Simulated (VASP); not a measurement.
Write the native input for VASP 6.6.1 that does the following.

* Task: single point
* Functional: r2SCAN
* Potentials or basis: VASP PAW PBE potentials, release 64 (Si, C, N)
* Cutoff: 660 eV
* k mesh: 4 × 8 × 4
* Occupations: fermi-dirac, width 0.02 eV
* Spin: no spin polarisation
* Dipole correction: no
* Further INCAR settings: ALGO = Normal; EDIFF = 1e-06; NBANDS = 45

Crystal: Si5CN8.

```
CELL_PARAMETERS angstrom
7.42355 0.00000 0.02905
0.00000 2.85082 0.00000
-3.68663 0.00000 6.41017
ATOMIC_POSITIONS crystal
Si 0.58981 0.50000 0.82764
Si 0.82236 0.00000 0.23304
Si 0.78516 0.00000 0.60377
Si 0.22635 0.50000 0.40801
Si 0.39656 0.00000 0.15885
C 0.19415 0.50000 0.77467
N 0.32087 0.50000 0.67572
N 0.65975 0.00000 0.33295
N 0.70854 0.50000 0.67825
N 0.66280 0.00000 0.97053
N 0.05513 0.00000 0.70930
N 0.96512 0.50000 0.29733
N 0.29689 0.00000 0.32791
N 0.31652 0.50000 0.00203
```

One way to write it, as run:

POSCAR

```
Si5CN8
1.0
    7.4235539307      0.0000000000      0.0290457432
    0.0000000000      2.8508246476      0.0000000000
   -3.6866276823      0.0000000000      6.4101722553
Si C N
5 1 8
Direct
    0.5898088958      0.5000000000      0.8276431059
    0.8223570418      0.0000000000      0.2330424979
    0.7851568776      0.0000000000      0.6037710170
    0.2263451710      0.5000000000      0.4080063357
    0.3965598530      0.0000000000      0.1588515194
    0.1941528665      0.5000000000      0.7746667132
    0.3208686344      0.5000000000      0.6757189526
    0.6597471255      0.0000000000      0.3329497692
    0.7085361500      0.5000000000      0.6782493909
    0.6628042940      0.0000000000      0.9705292156
    0.0551331858      0.0000000000      0.7092953518
    0.9651196060      0.5000000000      0.2973302960
    0.2968936943      0.0000000000      0.3279145769
    0.3165166042      0.5000000000      0.0020312578
```

INCAR.step1

```
ALGO = Normal
EDIFF = 1E-5
ENCUT = 660
GGA = PE
GGA_COMPAT = False
ISMEAR = -1
LASPH = True
LCHARG = False
LREAL = False
LWAVE = True
NBANDS = 45
NELM = 120
PREC = Accurate
SIGMA = 0.02
```

INCAR.step2

```
ALGO = Normal
EDIFF = 1E-6
ENCUT = 660
GGA_COMPAT = False
ISIF = 2
ISMEAR = -1
ISTART = 1
LASPH = True
LCHARG = False
LMIXTAU = True
LREAL = False
LWAVE = False
METAGGA = R2SCAN
NBANDS = 45
NELM = 120
PREC = Accurate
SIGMA = 0.02
```

KPOINTS

```
k-points
0
Gamma
  4 8 4
```

Potentials or basis: VASP PAW PBE potentials, release 64 (Si, C, N).

Run with:

```sh
$ cat potpaw_PBE.64/Si/POTCAR potpaw_PBE.64/C/POTCAR potpaw_PBE.64/N/POTCAR > POTCAR
$ cp INCAR.step1 INCAR
$ mpirun -np 1 vasp_std > vasp.out
$ cp INCAR.step2 INCAR
$ mpirun -np 1 vasp_std > vasp.out
```

Results of the run:

```
Pressure               : 0.0 GPa
Largest force          : 0.090 eV/Å
Band gap on the k mesh : 2.35 eV (least direct gap 2.69 eV)
```

Caveat: the PAW data sets were made with another functional, which shifts forces and pressure a little.

It took 12 min on 1 thread of Intel(R) Xeon(R) 6975P-C (Granite Rapids) (shared host), peak memory 0.54 GiB.
